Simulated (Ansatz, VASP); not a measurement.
## LaTlCl4 in VASP and in Ansatz

```
CELL_PARAMETERS angstrom
4.67484 0.00000 0.00000
0.00000 4.67484 0.00000
0.00000 0.00000 7.77583
ATOMIC_POSITIONS crystal
La 0.00000 0.00000 0.00000
Tl 0.50000 0.50000 0.50000
Cl 0.50000 0.00000 0.69755
Cl 0.00000 0.50000 0.30245
Cl 0.50000 0.00000 0.30245
Cl 0.00000 0.50000 0.69755
```

Change from the starting cell: species swapped into the TlBiF4 type (P4/mmm, No. 123).

Alike in both runs: task relaxation of cell and atoms; functional PBE; k mesh 3 × 3 × 2; occupations gaussian, width 0.15 eV; no spin polarisation.

|  | VASP | Ansatz |
| --- | --- | --- |
| version | VASP 6.6.1 | Ansatz 0.2.0 |
| potentials or method | VASP PAW PBE potentials, release 64 (La, Tl_d, Cl), cutoff 600 eV | scalar-relativistic, plane waves, PAW |
| valence electrons in the cell | 52 | 52 |

```csv
,VASP,Ansatz,Ansatz less VASP
"gap on the k mesh at the Fermi level, each at its own relaxed structure (eV)",3.27,3.16,-0.111
relaxed volume (Å³/atom),30.75,30.79,+0.033
relaxed length of the cell vector where the two differ most in proportion (Å),7.711,7.666,-0.0444
```

The k mesh is coarse, so the values compare programs but aren't converged. Neither program's run includes spin-orbit coupling.
